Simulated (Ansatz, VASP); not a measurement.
KZnF3: VASP beside Ansatz

INCAR

```
PREC     = Accurate       # precision mode
ENCUT    = 520            # plane-wave cutoff, eV
EDIFF    = 1E-6           # SCF threshold, eV
ISMEAR   = -1             # smearing method
SIGMA    = 0.05           # smearing width, eV
LREAL    = False          # projectors in reciprocal space
LASPH    = True           # aspherical terms in the spheres
NELM     = 100            # most SCF steps
ALGO     = Normal         # electronic algorithm
ISIF     = 2              # what is computed and relaxed
LWAVE    = False          # write WAVECAR
LCHARG   = False          # write CHGCAR
GGA      = PE             # functional
NBANDS   = 29             # bands
```

Contents of KPOINTS:

```
regular mesh
0
Gamma
  7 7 7
```

POSCAR

```
KZnF3
1.0
    4.0768219737      0.0000000000      0.0000000000
    0.0000000000      4.0768219737      0.0000000000
    0.0000000000      0.0000000000      4.0768219737
Zn K F
1 1 3
Direct
    0.5000000000      0.5000000000      0.5000000000
    0.0000000000      0.0000000000      0.0000000000
    0.5000000000      0.0000000000      0.5000000000
    0.0000000000      0.5000000000      0.5000000000
    0.5000000000      0.5000000000      0.0000000000
```

File input.yaml:

```yaml
crystal:
  lattice:
    - [4.0768219737, 0.0, 0.0]
    - [0.0, 4.0768219737, 0.0]
    - [0.0, 0.0, 4.0768219737]
  atoms:
    - { symbol: Zn, position: [0.5, 0.5, 0.5] }
    - { symbol: K, position: [0.0, 0.0, 0.0] }
    - { symbol: F, position: [0.5, 0.0, 0.5] }
    - { symbol: F, position: [0.0, 0.5, 0.5] }
    - { symbol: F, position: [0.5, 0.5, 0.0] }
hamiltonian:
  xc: pbe
  pseudopotentials: { kind: paw }
kpoints:
  mp_grid: { grid: [7, 7, 7] }
scf:
  occupations: { method: fermi_dirac, width: 0.05 }
output:
  forces: true
  stress: true
  eigenvalues: true
```

Alike in both runs: task single point; functional PBE; k mesh 7 × 7 × 7; occupations fermi-dirac, width 0.05 eV; no spin polarisation.

|  | VASP | Ansatz |
| --- | --- | --- |
| version | VASP 6.6.1 | Ansatz 0.2.0 |
| potentials or method | VASP PAW PBE potentials, release 64 (Zn, K_sv, F) | Ansatz PAW |
| plane-wave cutoff (eV) | 520 | 420 |
| valence electrons in the cell | 42 | 42 |

Ansatz gave:

| Property | Result |
| --- | --- |
| gap on the k mesh at the Fermi level (eV) | 3.92 |
| least direct gap on the mesh (eV) | 5.52 |
| pressure (GPa) | 2.8 |

**Question.** Estimate VASP's values.

**Answer.** gap on the k mesh at the Fermi level (eV): 3.85; least direct gap on the mesh (eV): 5.49; pressure (GPa): 3.2.

Noted on Ansatz's run: odd divisions of the mesh miss points on the zone boundary, where band edges often lie, so the gap on the mesh can be too wide.
